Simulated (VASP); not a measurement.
# MgO (xso) (Fm-3m) in VASP: a series of runs

The runs below take MgO (xso) through single point, with PBEsol.

Program: VASP 6.6.1. These are calculated values, not measurements. Logs are shortened: lines on timing, memory, paths and dates and some standing lists are left out, and cuts for length are marked.

### 1 The cell of the first run

The structure is cubic, space group Fm-3m (No. 225). Conventional cell: a = 4.212 Å, b = 4.212 Å, c = 4.212 Å, α = 90.00°, β = 90.00°, γ = 90.00°. Mg (site symmetry m-3m) has 6 O at 2.11 Å within 2.8 Å. O (site symmetry m-3m) has 6 Mg at 2.11 Å within 2.8 Å.

### 2 Single point, PBEsol, non-collinear spin, zero start, spin-orbit coupling

INCAR

```
SYSTEM = MgO
  PREC = Accurate
  ENCUT = 600
  EDIFF = 1E-6
  ISMEAR = 0
  SIGMA = 0.01
  LREAL = .False.
  LASPH = .True.
  NELM = 200
  ALGO = Normal
  ISIF = 2
  LWAVE = .False.
  LCHARG = .False.
  MAGMOM = 0 0 0 0 0 0
  LORBIT = 11
  LSORBIT = .True.
  GGA_COMPAT = .False.
  LORBMOM = .True.
  GGA = PS
  NBANDS = 20
```

KPOINTS

```
Automatic mesh
0
Gamma
  8 8 8
  0 0 0
```

POSCAR

```
MgO
1.0
    0.0000000000      2.1060000000      2.1060000000
    2.1060000000      0.0000000000      2.1060000000
    2.1060000000      2.1060000000      0.0000000000
Mg O
1 1
Direct
    0.0000000000      0.0000000000      0.0000000000
    0.5000000000      0.5000000000      0.5000000000
```

Potentials or basis: VASP PAW PBE potentials, release 64 (Mg, O).

On the command line:

```
cat potpaw_PBE.64/Mg/POTCAR potpaw_PBE.64/O/POTCAR > POTCAR
mpirun -np 1 vasp_ncl > vasp.out
```

OUTCAR:

```text
SYSTEM = MgO
   PREC = Accurate
   ENCUT = 600
   EDIFF = 1E-6
   ISMEAR = 0
   LREAL = .False.
   LASPH = .True.
   NELM = 200
   ISIF = 2
   LORBIT = 11
   LSORBIT = .True.
   GGA = PS

 ion  position               nearest neighbor table
   1  0.000  0.000  0.000-   2 2.11   2 2.11   2 2.11   2 2.11   2 2.11   2 2.11
   2  0.500  0.500  0.500-   1 2.11   1 2.11   1 2.11   1 2.11   1 2.11   1 2.11

  LATTYP: Found a face centered cubic cell.
 ALAT       =     4.2120000000

  Lattice vectors:

 A1 = (   0.0000000000,   2.1060000000,   2.1060000000)
 A2 = (   2.1060000000,   0.0000000000,   2.1060000000)
 A3 = (   2.1060000000,   2.1060000000,   0.0000000000)

Analysis of symmetry for initial positions (statically):
=====================================================================
 Subroutine PRICEL returns:
 Original cell was already a primitive cell.

 Routine SETGRP: Setting up the symmetry group for a
 face centered cubic supercell.

 Subroutine GETGRP returns: Found 48 space group operations
 (whereof 48 operations were pure point group operations)
 out of a pool of 48 trial point group operations.

The static configuration has the point symmetry O_h .

Analysis of symmetry for dynamics (positions and initial velocities):
=====================================================================
 Subroutine PRICEL returns:
 Original cell was already a primitive cell.

 Routine SETGRP: Setting up the symmetry group for a
 face centered cubic supercell.

 Subroutine GETGRP returns: Found 48 space group operations
 (whereof 48 operations were pure point group operations)
 out of a pool of 48 trial point group operations.

The dynamic configuration has the point symmetry O_h .

Analysis of structural, dynamic, and magnetic symmetry:
=====================================================================
 Subroutine PRICEL returns:
 Original cell was already a primitive cell.

 Routine SETGRP: Setting up the symmetry group for a
 face centered cubic supercell.

 Subroutine GETGRP returns: Found 48 space group operations
 (whereof 48 operations were pure point group operations)
 out of a pool of 48 trial point group operations.

The overall configuration has the point symmetry O_h .

 Subroutine INISYM returns: Found 48 space group operations
 (whereof 48 operations are pure point group operations),
 and found     1 'primitive' translations

[... 729 lines left out ...]
 -----------------------------------------------------------------------------------
    total drift:                               -0.000000     -0.000000     -0.000000

  FREE ENERGIE OF THE ION-ELECTRON SYSTEM (eV)
  ---------------------------------------------------
  free  energy   TOTEN  =       -12.5155444363 eV

  energy  without entropy=      -12.5155444363  energy(sigma->0) =      -12.51554444

 orbital moment (x)

 # of ion     p       d       tot
 ----------------------------------------
  1         0.000   0.000   0.000
  2         0.000   0.000   0.000
 ----------------------------------------
            0.000   0.000   0.000

 orbital moment (y)

 # of ion     p       d       tot
 ----------------------------------------
  1         0.000  -0.000  -0.000
  2         0.000   0.000   0.000
 ----------------------------------------
            0.000  -0.000  -0.000

 orbital moment (z)

 # of ion     p       d       tot
 ----------------------------------------
  1         0.000  -0.000  -0.000
  2         0.000   0.000   0.000
 ----------------------------------------
            0.000  -0.000  -0.000

 Spin-Orbit-Coupling matrix elements

 Ion:    1  E_soc:     -0.0000370
 l=   1
     0.0000000    -0.0000061    -0.0000061
    -0.0000061     0.0000000    -0.0000061
    -0.0000061    -0.0000061     0.0000000
 l=   2
     0.0000000     0.0000000     0.0000000     0.0000000    -0.0000000
     0.0000000     0.0000000    -0.0000000     0.0000000    -0.0000000
     0.0000000    -0.0000000     0.0000000    -0.0000000     0.0000000
     0.0000000     0.0000000    -0.0000000     0.0000000    -0.0000000
    -0.0000000    -0.0000000     0.0000000    -0.0000000     0.0000000
 l=   3
     0.0000000     0.0000000     0.0000000     0.0000000     0.0000000     0.0000000     0.0000000
     0.0000000     0.0000000     0.0000000     0.0000000     0.0000000     0.0000000     0.0000000
     0.0000000     0.0000000     0.0000000     0.0000000     0.0000000     0.0000000     0.0000000
     0.0000000     0.0000000     0.0000000     0.0000000     0.0000000     0.0000000     0.0000000
     0.0000000     0.0000000     0.0000000     0.0000000     0.0000000     0.0000000     0.0000000
     0.0000000     0.0000000     0.0000000     0.0000000     0.0000000     0.0000000     0.0000000
     0.0000000     0.0000000     0.0000000     0.0000000     0.0000000     0.0000000     0.0000000

 Ion:    2  E_soc:     -0.0001665
 l=   1
     0.0000000    -0.0000278    -0.0000278
    -0.0000278     0.0000000    -0.0000278
    -0.0000278    -0.0000278     0.0000000
 l=   2
     0.0000000     0.0000000     0.0000000     0.0000000     0.0000000
     0.0000000     0.0000000     0.0000000     0.0000000     0.0000000
     0.0000000     0.0000000     0.0000000     0.0000000     0.0000000
     0.0000000     0.0000000     0.0000000     0.0000000     0.0000000
     0.0000000     0.0000000     0.0000000     0.0000000     0.0000000
 l=   3
     0.0000000     0.0000000     0.0000000     0.0000000     0.0000000     0.0000000     0.0000000
     0.0000000     0.0000000     0.0000000     0.0000000     0.0000000     0.0000000     0.0000000
     0.0000000     0.0000000     0.0000000     0.0000000     0.0000000     0.0000000     0.0000000
     0.0000000     0.0000000     0.0000000     0.0000000     0.0000000     0.0000000     0.0000000
     0.0000000     0.0000000     0.0000000     0.0000000     0.0000000     0.0000000     0.0000000
     0.0000000     0.0000000     0.0000000     0.0000000     0.0000000     0.0000000     0.0000000
     0.0000000     0.0000000     0.0000000     0.0000000     0.0000000     0.0000000     0.0000000

 total charge

# of ion       s       p       d       tot
------------------------------------------
    1        0.150   0.181   0.080   0.411
    2        1.534   3.543   0.000   5.076
--------------------------------------------------
tot          1.684   3.724   0.080   5.487

 magnetization (x)

# of ion       s       p       d       tot
------------------------------------------
    1        0.000   0.000   0.000   0.000
    2        0.000   0.000   0.000   0.000
--------------------------------------------------
tot          0.000   0.000   0.000   0.000

 magnetization (y)

# of ion       s       p       d       tot
------------------------------------------
    1        0.000   0.000   0.000   0.000
    2        0.000   0.000   0.000   0.000
--------------------------------------------------
tot          0.000   0.000   0.000   0.000

 magnetization (z)

# of ion       s       p       d       tot
------------------------------------------
    1        0.000  -0.000   0.000  -0.000
    2        0.000   0.000   0.000   0.000
--------------------------------------------------
tot          0.000  -0.000   0.000  -0.000
```

OSZICAR:

```text
N       E                     dE             d eps       ncg     rms          rms(c)
DAV:   1     0.239359313452E+02    0.23936E+02   -0.42666E+03  1248   0.816E+02
DAV:   2    -0.126997580531E+02   -0.36636E+02   -0.34870E+02  1412   0.182E+02
DAV:   3    -0.138952619870E+02   -0.11955E+01   -0.11889E+01  1404   0.281E+01
DAV:   4    -0.138996499609E+02   -0.43880E-02   -0.43877E-02  1304   0.187E+00
DAV:   5    -0.138996673824E+02   -0.17421E-04   -0.17421E-04  1328   0.115E-01    0.666E+00
DAV:   6    -0.125484893891E+02    0.13512E+01   -0.24297E+00  1176   0.166E+01    0.214E+00
DAV:   7    -0.125298011840E+02    0.18688E-01   -0.71452E-02  1272   0.249E+00    0.133E+00
DAV:   8    -0.125166489607E+02    0.13152E-01   -0.30716E-02  1196   0.220E+00    0.351E-01
DAV:   9    -0.125159266330E+02    0.72233E-03   -0.31216E-04  1300   0.215E-01    0.225E-01
DAV:  10    -0.125155375792E+02    0.38905E-03   -0.97011E-04  1224   0.334E-01    0.106E-02
DAV:  11    -0.125155435834E+02   -0.60042E-05   -0.48885E-06  1244   0.211E-02    0.625E-03
DAV:  12    -0.125155444363E+02   -0.85291E-06   -0.70106E-08   724   0.322E-03
   1 F= -.12515544E+02 E0= -.12515544E+02  d E =-.792136-117  mag=     0.0000     0.0000    -0.0000
```

Run time: 24 s. Hardware: 1 thread of Intel Xeon 6975P-C, shared host; peak memory 0.2 GiB.

Results:

| Item | Value |
| --- | --- |
| Free energy | -12.5155 eV |
| Pressure | -0.5 GPa |
| Net moment | 0.00 μB per cell |
| Valence electrons inside the program's atomic spheres | Mg 0.41; O 5.08 |

Moments on the atoms (μB; x, y, z):
```
Mg  0.00 0.00 0.00
O   0.00 0.00 0.00
```

Caveat: the PAW data sets were made with another functional, which shifts forces and pressure a little.

### 3 Single point, PBEsol, non-collinear spin, zero start, spin-orbit coupling

INCAR

```
PREC = Accurate
ENCUT = 600
EDIFF = 1E-6
ISMEAR = 0
SIGMA = 0.01
LREAL = False
LASPH = True
NELM = 200
ALGO = Normal
ISIF = 2
LWAVE = False
LCHARG = False
MAGMOM = 0 0 0 0 0 0
LORBIT = 11
LSORBIT = True
GGA_COMPAT = False
LORBMOM = True
GGA = PS
NBANDS = 20
```

KPOINTS

```
regular mesh
0
Gamma
  8 8 8
```

POSCAR is that of step 2.

Potentials or basis: VASP PAW PBE potentials, release 64 (Mg, O).

On the command line:

```
cat potpaw_PBE.64/Mg/POTCAR potpaw_PBE.64/O/POTCAR > POTCAR
mpirun -np 1 vasp_ncl > vasp.out
```

It took 23 s on 1 thread of Intel Xeon 6975P-C, shared host; peak memory 0.2 GiB.

The run converged. Its results:

```
Free energy                                           : -12.5155 eV
Pressure                                              : -0.5 GPa
Net moment                                            : 0.00 μB per cell
Valence electrons inside the program's atomic spheres : Mg 0.41; O 5.08
```

Moments on the atoms (μB; x, y, z):
```
Mg  0.00 0.00 0.00
O   0.00 0.00 0.00
```

Caveat: the PAW data sets were made with another functional, which shifts forces and pressure a little.
